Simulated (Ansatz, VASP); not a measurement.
# Two plane-wave programs on NaCl

INCAR

```
  ALGO = Normal
  EDIFF = 1E-6
  ENCUT = 520
  GGA = PE
  ISIF = 2
  ISMEAR = 0
  LASPH = True
  LCHARG = False
  LREAL = False
  LWAVE = False
  NBANDS = 14
  NELM = 60
  PREC = Accurate
  SIGMA = 0.05
```

The input KPOINTS:

```
k-points
0
Gamma
  8 8 8
```

The input POSCAR:

```
NaCl
1.0
    0.0000000000      2.8742262500      2.8317500000
    2.8317500000      0.0000000000      2.8317500000
    2.8317500000      2.8742262500      0.0000000000
Na Cl
1 1
Direct
    0.0000000000      0.0000000000      0.0000000000
    0.5000000000      0.5000000000      0.5000000000
```

Input for Ansatz:

```yaml
crystal:
  lattice:
    - [0.0, 2.87422625, 2.83175]
    - [2.83175, 0.0, 2.83175]
    - [2.83175, 2.87422625, 0.0]
  atoms:
    - { symbol: Na, position: [0.0, 0.0, 0.0] }
    - { symbol: Cl, position: [0.5, 0.5, 0.5] }
basis:
  ecutwfc: 420
kpoints:
  mp_grid: { grid: [8, 8, 8] }
hamiltonian:
  xc: pbe
scf:
  occupations: { method: gaussian, width: 0.05 }
output:
  forces: true
  stress: true
  eigenvalues: true
```

Change from the starting cell: strain +0.0150 x Voigt [0, 1, 0, 0, 0, 0], atoms carried along.

Alike in both runs: task single point; functional PBE; k mesh 8 × 8 × 8; occupations gaussian, width 0.05 eV; no spin polarisation.

```csv
,VASP,Ansatz
version,VASP 6.6.1,Ansatz 0.2.0
potentials or method,"VASP PAW PBE potentials, release 64 (Na_pv, Cl), cutoff 520 eV","scalar-relativistic, plane waves, PAW"
valence electrons in the cell,14,16
```

VASP gave:

```
gap on the k mesh at the Fermi level (eV)                     : 5.00
least direct gap on the mesh (eV)                             : 5.00
pressure (GPa)                                                : 0.0
traceless stress, the component that is largest in VASP (GPa) : -0.35
```

Task: Estimate Ansatz's values.

Result: gap on the k mesh at the Fermi level (eV): 5.00; least direct gap on the mesh (eV): 5.00; pressure (GPa): 0.1; traceless stress, the component that is largest in VASP (GPa): -0.35.

VASP's potentials hold 14 valence electrons a cell and Ansatz's 16, so a difference there can come from the potentials and not from the codes.
